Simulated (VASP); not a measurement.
# Al16NO22 (a cell with a defect) in VASP: single point with r2SCAN+D3(BJ)

Aim: the single point of Al16NO22 (a cell with a defect) with r2SCAN+D3(BJ).

All numbers are computed with VASP 6.6.1; they aren't measurements. Logs are shortened: lines on timing, memory, paths and dates and some standing lists are left out, and cuts for length are marked.

## Step 1: The cell of the first run

The cell holds a defect, 39 atoms: a = 6.968 Å, b = 6.968 Å, c = 6.968 Å, α = 85.75°, β = 85.75°, γ = 85.75°.

## Step 2: Single point, r2SCAN+D3(BJ)

POSCAR reads:

```
Al16NO22
1.0
   -4.7406000000     -2.7369870000      4.3108670000
    4.7406000000     -2.7369870000      4.3108670000
    0.0000000000      5.4739730000      4.3108670000
Al O N
16 22 1
Direct
    0.3214874295      0.3640680058      0.3400740981
    0.1291699416      0.1415725257      0.1497941892
    0.6446415075      0.6469637792      0.6487269020
    0.8558001342      0.8429766846      0.8535633135
    0.8480448679      0.8591073066      0.3559734560
    0.6436026857      0.6500178976      0.1502723300
    0.1480955261      0.1493622619      0.6499687459
    0.3526439702      0.3526067006      0.8572024036
    0.8569355808      0.3595346297      0.8563145601
    0.6609321055      0.1379350730      0.6748789975
    0.1450024119      0.6603708712      0.1435391858
    0.3486996465      0.8545963733      0.3538082531
    0.3526359412      0.8523392902      0.8504330536
    0.1506352469      0.6501496057      0.6469311304
    0.6566701407      0.1378525778      0.1342375083
    0.8686809724      0.3595812428      0.3484912722
    0.5957650549      0.3971941320      0.7433842713
    0.7424342879      0.5879721161      0.4055422199
    0.4017392913      0.7513315643      0.5970103437
    0.4000595521      0.5976684358      0.2521152584
    0.2513732578      0.4035749708      0.5921848122
    0.0977543874      0.9049200493      0.7500416500
    0.2553200206      0.1052641470      0.4043607831
    0.8998328262      0.2563274042      0.6015204611
    0.7452003191      0.9008109663      0.6014720803
    0.0946077118      0.7521439491      0.4037057345
    0.0958939306      0.4140945547      0.2373000669
    0.2503699794      0.5981531789      0.9024859490
    0.8990620067      0.7514455320      0.0998193447
    0.9046573314      0.5984647536      0.7498637666
    0.7414430371      0.4085167476      0.0962992151
    0.1011215470      0.2519612826      0.9036475368
    0.5892743193      0.9030724737      0.2522628818
    0.7612142740      0.0916989740      0.9026083681
    0.4123812054      0.2514575564      0.1071882560
    0.4086679139      0.0987298594      0.7501538924
    0.2467610688      0.9062707758      0.0962124192
    0.5953996715      0.7489519735      0.9038611206
    0.8791110971      0.1105477775      0.2681855691
```

INCAR.step1 reads:

```
SYSTEM = Al16NO22
ALGO = Normal
EDIFF = 1E-4
ENCUT = 520
GGA = PE
ISMEAR = -1
LASPH = .TRUE.
LCHARG = .FALSE.
LREAL = Auto
LWAVE = .TRUE.
NBANDS = 118
NELECT = 184.0
NELM = 100
PREC = Accurate
SIGMA = 0.02
```

INCAR.step2 reads:

```
SYSTEM = Al16NO22
ALGO = Normal
EDIFF = 1E-6
ENCUT = 520
ISIF = 2
ISMEAR = -1
ISTART = 1
IVDW = 12
LASPH = .TRUE.
LCHARG = .TRUE.
LELF = .TRUE.
LMIXTAU = .TRUE.
LREAL = Auto
LVHAR = .TRUE.
LWAVE = .FALSE.
METAGGA = R2SCAN
NBANDS = 118
NELECT = 184.0
NELM = 100
PREC = Accurate
SIGMA = 0.02
VDW_A1 = 0.49484001
VDW_A2 = 5.73083694
VDW_S6 = 1.0
VDW_S8 = 0.78981345
```

KPOINTS reads:

```
k-points
0
G
  2 2 2
  0 0 0
```

Potentials or basis: VASP PAW PBE potentials, release 64 (Al, O, N).

The run is started by

```sh
cat potpaw_PBE.64/Al/POTCAR potpaw_PBE.64/O/POTCAR potpaw_PBE.64/N/POTCAR > POTCAR
cp INCAR.step1 INCAR
mpirun -np 1 vasp_std > vasp.out
cp INCAR.step2 INCAR
mpirun -np 1 vasp_std > vasp.out
```

OUTCAR:

```text
SYSTEM = Al16NO22
   EDIFF = 1E-6
   ENCUT = 520
   ISIF = 2
   ISMEAR = -1
   ISTART = 1
   IVDW = 12
   LASPH = .TRUE.
   LREAL = Auto
   METAGGA = R2SCAN
   NELECT = 184.0
   NELM = 100
   PREC = Accurate
 IVDW          = 12

 ion  position               nearest neighbor table
   1  0.321  0.364  0.340-  27 1.78  20 1.81  21 1.82  35 1.90  23 1.91   2 2.61  11 2.67   7 2.79
                            15 3.05  14 3.14  16 3.15   6 3.25   8 3.36
   2  0.129  0.142  0.150-  37 1.83  32 1.84  39 1.89  23 2.03  27 2.03  35 2.16   1 2.61  16 2.65
                            12 2.79   8 2.86   5 3.08   9 3.13  13 3.24  15 3.30  11 3.35
   3  0.645  0.647  0.649-  19 1.84  18 1.84  17 1.86  25 1.95  38 1.96  30 1.99   4 2.64  13 2.76
                             9 2.78   5 2.79   8 3.19  12 3.21  16 3.24
   4  0.856  0.843  0.854-  29 1.82  22 1.85  34 1.85  30 1.90  25 1.97  38 1.97   3 2.64  10 2.66
                            14 2.75   6 2.77  11 3.10  15 3.12   7 3.24
   5  0.848  0.859  0.356-  39 1.84  25 1.84  26 1.86  29 1.98  33 1.99  18 2.07   6 2.67  15 2.72
                             3 2.79  11 2.80   2 3.08  10 3.20  14 3.23
   6  0.644  0.650  0.150-  31 1.82  20 1.84  38 1.85  33 1.95  18 1.96  29 1.96   5 2.67   4 2.77
                            12 2.77  16 2.81   9 3.20  13 3.20   1 3.25
   7  0.148  0.149  0.650-  22 1.84  23 1.85  24 1.88  32 1.95  21 1.96  36 1.99   8 2.65  13 2.77
                             1 2.79   9 2.79  16 3.17  12 3.19   4 3.24
   8  0.353  0.353  0.857-  28 1.84  17 1.85  35 1.89  32 1.93  36 1.97  21 2.02   7 2.65  14 2.80
                            10 2.80   2 2.86  15 3.19   3 3.19  11 3.23   1 3.36
   9  0.857  0.360  0.856-  30 1.82  31 1.85  32 1.85  24 1.96  34 2.02  17 2.03  10 2.59  15 2.75
                             3 2.78   7 2.79   2 3.13  14 3.19   6 3.20
  10  0.661  0.138  0.675-  34 1.78  25 1.81  36 1.83  17 1.92  24 1.93   9 2.59   4 2.66   8 2.80
                            16 3.00  13 3.15  15 3.20   5 3.20
  11  0.145  0.660  0.144-  29 1.82  27 1.84  28 1.85  37 1.90  26 1.97  20 1.99  12 2.62   1 2.67
                            13 2.74   5 2.80   4 3.10  16 3.14   8 3.23   2 3.35
  12  0.349  0.855  0.354-  33 1.82  19 1.84  23 1.87  26 1.96  20 1.97  37 1.98  11 2.62  14 2.75
                             6 2.77   2 2.79   7 3.19   3 3.21  15 3.25
  13  0.353  0.852  0.850-  38 1.84  36 1.86  37 1.87  19 1.95  22 1.96  28 1.96  14 2.62  11 2.74
                             3 2.76   7 2.77  10 3.15   6 3.20   2 3.24
  14  0.151  0.650  0.647-  26 1.85  30 1.86  21 1.86  19 1.93  28 1.96  22 1.96  13 2.62   4 2.75
                            12 2.75   8 2.80   1 3.14   9 3.19   5 3.23
  15  0.657  0.138  0.134-  34 1.76  35 1.84  33 1.85  39 1.86  31 2.01   5 2.72   9 2.75  16 2.79
                             1 3.05   4 3.12   8 3.19  10 3.20  12 3.25   2 3.30
  16  0.869  0.360  0.348-  27 1.76  18 1.82  39 1.86  24 1.88  31 2.02   2 2.65  15 2.79   6 2.81
                            10 3.00  11 3.14   1 3.15   7 3.17   3 3.24
  17  0.596  0.397  0.743-   8 1.85   3 1.86  10 1.92   9 2.03
  18  0.742  0.588  0.406-  16 1.82   3 1.84   6 1.96   5 2.07
  19  0.402  0.751  0.597-   3 1.84  12 1.84  14 1.93  13 1.95
  20  0.400  0.598  0.252-   1 1.81   6 1.84  12 1.97  11 1.99
  21  0.251  0.404  0.592-   1 1.82  14 1.86   7 1.96   8 2.02
[... 16 lines left out ...]
  38  0.595  0.749  0.904-  13 1.84   6 1.85   3 1.96   4 1.97
  39  0.879  0.111  0.268-   5 1.84  16 1.86  15 1.86   2 1.89

  LATTYP: Found a trigonal (rhomboedric) cell.
 ALAT       =     6.9676362345
 COS(alpha) =     0.0741819333

  Lattice vectors:

 A1 = (  -4.7406000000,  -2.7369870000,   4.3108670000)
 A2 = (   4.7406000000,  -2.7369870000,   4.3108670000)
 A3 = (   0.0000000000,   5.4739730000,   4.3108670000)

Analysis of symmetry for initial positions (statically):
=====================================================================
 Subroutine PRICEL returns:
 Original cell was already a primitive cell.

 Routine SETGRP: Setting up the symmetry group for a
 trigonal (rhombohedral) supercell.

 Subroutine GETGRP returns: Found  1 space group operations
 (whereof  1 operations were pure point group operations)
 out of a pool of 12 trial point group operations.

The static configuration has the point symmetry C_1 .

Analysis of symmetry for dynamics (positions and initial velocities):
=====================================================================
 Subroutine PRICEL returns:
 Original cell was already a primitive cell.

 Routine SETGRP: Setting up the symmetry group for a
 trigonal (rhombohedral) supercell.

 Subroutine GETGRP returns: Found  1 space group operations
 (whereof  1 operations were pure point group operations)
 out of a pool of 12 trial point group operations.

The dynamic configuration has the point symmetry C_1 .

 Subroutine INISYM returns: Found  1 space group operations
 (whereof  1 operations are pure point group operations),
 and found     1 'primitive' translations
[... 111 lines left out ...]
     0.000000000  0.060894219  0.038661988    -0.000000000 -0.000000000  0.500000000

  Length of vectors
     0.072130816  0.072130816  0.072130820

  Shift w.r.t. Gamma in fractional coordinates (k-lattice)
     0.000000000  0.000000000  0.000000000

 Subroutine IBZKPT returns following result:
 ===========================================

 Found      8 irreducible k-points:

 Following reciprocal coordinates:
            Coordinates               Weight
  0.000000  0.000000  0.000000      1.000000
  0.500000 -0.000000  0.000000      1.000000
 -0.000000  0.500000  0.000000      1.000000
  0.000000  0.000000  0.500000      1.000000
  0.500000  0.500000  0.000000      1.000000
  0.500000 -0.000000  0.500000      1.000000
 -0.000000  0.500000  0.500000      1.000000
  0.500000  0.500000  0.500000      1.000000
   k-points           NKPTS =      8   k-points in BZ     NKDIM =      8   number of bands    NBANDS=    118
   number of dos      NEDOS =    301   number of ions     NIONS =     39
   total plane-waves  NPLWV = 157464
   dimension x,y,z NGX =    54 NGY =   54 NGZ =   54
   dimension x,y,z NGXF=   108 NGYF=  108 NGZF=  108
   ions per type =              16  22   1
   NGX,Y,Z   is equivalent  to a cutoff of  12.88, 12.88, 12.88 a.u.
   NGXF,Y,Z  is equivalent  to a cutoff of  25.77, 25.77, 25.77 a.u.
 SYSTEM =  Al16NO22
   PREC   = accura    normal or accurate (medium, high low for compatibility)
   ISTART =      1    job   : 0-new  1-cont  2-samecut
   ICHARG =      0    charge: 1-file 2-atom 10-const
   ISPIN  =      1    spin polarized calculation?
   LNONCOLLINEAR =      F non collinear calculations
   LSORBIT =      F    spin-orbit coupling
   LASPH  =      T    aspherical Exc in radial PAW
   ENCUT  =  520.0 eV  38.22 Ry    6.18 a.u.  12.96 12.96 12.96*2*pi/ulx,y,z
   NELM   =    100;   NELMIN=  2; NELMDL=  0     # of ELM steps
   EDIFF  = 0.1E-05   stopping-criterion for ELM
   LREAL  =      T    real-space projection
   EDIFFG = 0.1E-04   stopping-criterion for IOM
   NSW    =      0    number of steps for IOM
   IBRION =     -1    ionic relax: 0-MD 1-quasi-New 2-CG
   NFREE  =      0    steps in history (QN), initial steepest desc. (CG)
   ISIF   =      2    stress and relaxation
   ISYM   =      2    0-nonsym 1-usesym 2-fastsym
   POTIM  = 0.5000    time-step for ionic-motion
   TEBEG  =    0.0;   TEEND  =   0.0 temperature during run
   PSTRESS=    0.0 pullay stress
   NELECT =     184.0000    total number of electrons
   NUPDOWN=      -1.0000    fix difference up-down
   EMIN   =  10.00;   EMAX   =-10.00  energy-range for DOS
   EFERMI =   0.00;   METHOD = LEGACY
   ISMEAR =    -1;   SIGMA  =   0.02  broadening in eV -4-tet -1-fermi 0-gaus
   EFERMI_NEDOS =   21; number of points for ismear=-14 and -15
   IALGO  =     38    algorithm
   IMIX   =      4    mixing-type and parameters
     AMIX     =   0.40;   BMIX     =  1.00
     AMIX_MAG =   1.60;   BMIX_MAG =  1.00
  volume/ion in A,a.u.               =       8.61        58.07
  Fermi-wavevector in a.u.,A,eV,Ry     =   1.339903  2.532050 24.427098  1.795341
  Thomas-Fermi vector in A             =   2.468258
   LORBIT       =      0    0 simple, 1 ext, 2 COOP (PROOUT), +10 PAW based schemes
   METAGGA = R2SCAN    functional components
   LHFCALC =     F    Hartree Fock is set to
   AEXX    =    0.0000 exact exchange contribution
   IVDW    =    12    specifies the selected vdW correction
   LEPSILON=     F    determine dielectric tensor
   LRPA    =     F    only Hartree local field effects (RPA)
 non-spin polarized calculation
  energy-cutoff  :      520.00
  volume of cell :      335.60
 maximum number of plane-waves:      9044
 NGX is ok and might be reduce to    54
   NGX = 25   NGY = 25   NGZ = 25

 number of electron     183.9999985 magnetization

 Free energy of the ion-electron system (eV)
  ---------------------------------------------------
  ext. energy  EPLUGINS =         0.00000000
  ---------------------------------------------------
  free energy    TOTEN  =      -380.00247458 eV

  energy without entropy =     -380.00247458  energy(sigma->0) =     -380.00247458

 E-fermi :   7.5468     XC(G=0): -12.1070

 val. band max:        6.9924068867   @ k =   0.5000   0.5000   0.5000
 cond. band min:       9.7200426822   @ k =   0.0000   0.0000   0.0000
 fundamental gap:      2.7276357956
 Fermi energy:         7.5467503179

 k-point     1 :       0.0000    0.0000    0.0000
  band No.  band energies     occupation
      1     -14.4926      2.00000
      2     -13.6230      2.00000
      3     -13.3489      2.00000
      4     -13.1908      2.00000
      5     -12.8961      2.00000
      6     -12.6964      2.00000
[... 845 lines left out ...]
    103      16.5473      0.00000
    104      16.6230      0.00000
 [bands above 104 left out]

------------------------ aborting loop because EDIFF is reached ----------------------------------------

 Edisp (eV)   -4.42978

 E8    (eV) :    -1.2903

  FORCE on cell =-STRESS in cart. coord.  units (eV):
  Direction    XX          YY          ZZ          XY          YZ          ZX
  --------------------------------------------------------------------------------------
  -------------------------------------------------------------------------------------
  Total      -5.78582    -2.26655    -3.99328    -2.62929     0.43710    -3.06145
  in kB     -27.62190   -10.82068   -19.06420   -12.55241     2.08675   -14.61557
  external pressure =      -19.17 kB  Pullay stress =        0.00 kB

 VOLUME and BASIS-vectors are now :
 -----------------------------------------------------------------------------
  energy-cutoff  :      520.00
  volume of cell :      335.60
      direct lattice vectors                 reciprocal lattice vectors
    -4.740600000 -2.736987000  4.310867000    -0.105471881 -0.060894219  0.077323961
     4.740600000 -2.736987000  4.310867000     0.105471881 -0.060894219  0.077323961
     0.000000000  5.473973000  4.310867000     0.000000000  0.121788439  0.077323975

 POSITION                                       TOTAL-FORCE (eV/Angst)
 -----------------------------------------------------------------------------------
      0.20186     -0.01480      4.42135         0.010829      0.000306     -0.018446
      0.05880      0.07895      1.81288        -0.000127     -0.003329      0.014295
      0.01101      0.01601      8.36451        -0.000701     -0.000710      0.000808
     -0.06079      0.02285     11.00280         0.007639     -0.008621      0.007987
      0.05244     -2.72386      8.89386        -0.005724      0.002822     -0.011392
      0.03041     -2.71804      6.22443         0.004215     -0.002347      0.011502
[... 31 lines left out ...]
      0.72793      1.26824      9.69175        -0.001395      0.000296     -0.000917
     -3.64345     -1.24064      5.42240        -0.029141      0.014833      0.011724
 -----------------------------------------------------------------------------------
    total drift:                                0.029030      0.009194      0.010742

  FREE ENERGIE OF THE ION-ELECTRON SYSTEM (eV)
  ---------------------------------------------------
  free  energy   TOTEN  =      -384.4322570109 eV

  energy  without entropy=     -384.4322570109  energy(sigma->0) =     -384.43225701
```

It took 40 min on 1 thread of Intel Xeon 8259CL, shared host; peak memory 0.56 GiB.

Results:

```
Free energy                : -384.4323 eV
Largest force              : 0.035 eV/Å
Dispersion energy per atom : -0.114 eV
```

Forces on the atoms (eV/Å):
```
Al   0.011  0.000 -0.018
Al   0.000 -0.003  0.014
Al  -0.001 -0.001  0.001
Al   0.008 -0.009  0.008
Al  -0.006  0.003 -0.011
Al   0.004 -0.002  0.012
Al   0.003  0.012  0.002
Al   0.011  0.009 -0.008
Al  -0.013 -0.001 -0.007
Al  -0.011 -0.005  0.006
Al   0.000  0.007 -0.013
Al   0.007  0.003  0.002
Al   0.002  0.004 -0.003
Al   0.002 -0.001  0.002
Al  -0.004 -0.004 -0.020
Al   0.009 -0.008  0.009
O   -0.002 -0.007 -0.004
O    0.013 -0.004  0.001
O    0.005  0.000 -0.002
O   -0.002 -0.010  0.013
O   -0.009  0.009  0.016
O   -0.004 -0.002  0.001
O   -0.007 -0.011  0.003
O    0.007 -0.019  0.002
O   -0.012 -0.007 -0.019
O    0.008  0.001 -0.001
O   -0.001  0.018 -0.010
O    0.001 -0.004  0.004
O    0.006  0.013 -0.002
O   -0.001 -0.002  0.001
O   -0.006  0.009 -0.002
O   -0.007 -0.011  0.001
O   -0.007 -0.010  0.009
O    0.008  0.014  0.003
O    0.001  0.007  0.006
O    0.013 -0.004 -0.008
O    0.003  0.002  0.001
O   -0.001  0.000 -0.001
N   -0.029  0.015  0.012
```

Levels at points of the mesh, in eV from the Fermi level:
```tsv
k point	band 90	band 91	band 92	band 93	band 94	band 95
(0.00, 0.00, 0.00)	-1.63	-1.32	-0.56	2.17	6.19	6.56
(0.50, 0.00, 0.00)	-1.85	-1.39	-0.57	2.56	6.13	6.87
(0.00, 0.50, 0.00)	-1.71	-1.57	-0.60	2.41	6.36	6.93
(0.00, 0.00, 0.50)	-1.61	-1.38	-0.64	2.50	6.05	7.07
(0.50, 0.50, 0.00)	-1.69	-1.44	-0.57	2.58	6.35	6.98
(0.50, 0.00, 0.50)	-1.73	-1.39	-0.62	2.63	6.24	7.13
(0.00, 0.50, 0.50)	-1.68	-1.49	-0.57	2.56	6.28	7.15
(0.50, 0.50, 0.50)	-1.69	-1.44	-0.55	2.61	6.35	7.27
```

Caveat: the k points lie up to 0.45 Å⁻¹ apart; the cell carries a net charge on a neutralising background, which shifts energy and pressure; the cell is charged against a uniform background, so pressure and absolute levels hang on convention; the PAW data sets were made with another functional, which shifts forces and pressure a little.
